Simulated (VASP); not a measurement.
A run of VASP 6.6.1 is set up as follows.

The input INCAR:

```
  PREC = Accurate
  ENCUT = 520
  EDIFF = 1E-6
  ISMEAR = -1
  SIGMA = 0.02
  LREAL = F
  LASPH = T
  NELM = 100
  ALGO = Normal
  ISIF = 2
  LWAVE = F
  LCHARG = T
  GGA = PE
  LELF = T
  LVHAR = T
  NBANDS = 31
```

Contents of KPOINTS:

```
Automatic mesh
0
Gamma
  6 6 4
```

The input POSCAR:

```
LaLuAs2
1.0
    4.1424834504      0.0000000000      0.0000000000
    0.0000000000      4.1424834504      0.0000000000
    0.0000000000      0.0000000000      5.8328490819
La As Lu
1 2 1
Direct
    0.0000000000      0.0000000000      0.0000000000
    0.0000000000      0.0000000000      0.5000000000
    0.5000000000      0.5000000000      0.0000000000
    0.5000000000      0.5000000000      0.5000000000
```

Potentials or basis: VASP PAW PBE potentials, release 64 (La, As, Lu).

Command:

```console
$ cat potpaw_PBE.64/La/POTCAR potpaw_PBE.64/As/POTCAR potpaw_PBE.64/Lu/POTCAR > POTCAR
$ mpirun -np 1 vasp_std > vasp.out
```

Q: Estimate the pressure.

A: 5.0 GPa.

Q: Estimate the band gap on the k mesh.

A: Zero (band 23 reaches 5.56 eV, above the bottom of band 24 at 5.17 eV).

Caveat: spin-orbit coupling is left out, which moves the levels of the heavy elements.
